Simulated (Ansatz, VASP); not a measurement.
Al: VASP beside Ansatz

File INCAR:

```
SYSTEM = Al
PREC = Accurate ; ENCUT = 520
EDIFF = 1E-6 ; ISMEAR = -1
SIGMA = 0.1 ; LREAL = .False.
LASPH = .True. ; NELM = 100
ALGO = Normal ; ISIF = 2
LWAVE = .False. ; LCHARG = .True.
GGA = PE ; LELF = .True.
LVHAR = .True. ; NBANDS = 14
```

KPOINTS

```
Automatic mesh
0
Gamma
  17 17 5
  0 0 0
```

The input POSCAR:

```
Al
1.0
    2.9540323871      0.0000000000      0.0000000000
   -1.4770161936      2.5582670909      0.0000000000
    0.0000000000      0.0000000000      9.8180685865
Al
4
Direct
    0.0000000000      0.0000000000      1.0000000000
    0.0000000000      0.0000000000      0.5000000000
    0.3333333333      0.6666666667      0.2500000000
    0.6666666667      0.3333333333      0.7500000000
```

Input for Ansatz:

```yaml
crystal:
  lattice:
    - [2.9540323871, 0.0, 0.0]
    - [-1.4770161936, 2.5582670909, 0.0]
    - [0.0, 0.0, 9.8180685865]
  atoms:
    - { symbol: Al, position: [0.0, 0.0, 1.0] }
    - { symbol: Al, position: [0.0, 0.0, 0.5] }
    - { symbol: Al, position: [0.3333333333, 0.6666666667, 0.25] }
    - { symbol: Al, position: [0.6666666667, 0.3333333333, 0.75] }
hamiltonian:
  xc: pbe
  pseudopotentials:
    kind: paw
    azcp:
      Al: "pseudopotentials/Al.paw.azcp"
basis:
  ecutwfc: 420
  fft_grid_basis: typed
kpoints:
  mp_grid: { grid: [17, 17, 5], shift: [0, 0, 0] }
magnetization:
  spin_polarized: false
scf:
  occupations: { method: fermi_dirac, width: 0.1 }
output:
  stress: true
```

Alike in both runs: task single point; functional PBE; k mesh 17 × 17 × 5; occupations fermi-dirac, width 0.1 eV; no spin polarisation.

|  | VASP | Ansatz |
| --- | --- | --- |
| version | VASP 6.6.1 | Ansatz 0.2.0 |
| potentials or method | VASP PAW PBE potentials, release 64 (Al), cutoff 520 eV | plane waves (420 eV) with PAW, scalar-relativistic |
| valence electrons in the cell | 12 | 12 |

VASP gave:

* pressure (GPa): -6.6
* traceless stress, the component that is largest in VASP (GPa): -0.40

**Question.** What did Ansatz give for the same quantities?

**Answer.** Pressure (GPa): -6.6; traceless stress, the component that is largest in VASP (GPa): -0.41.
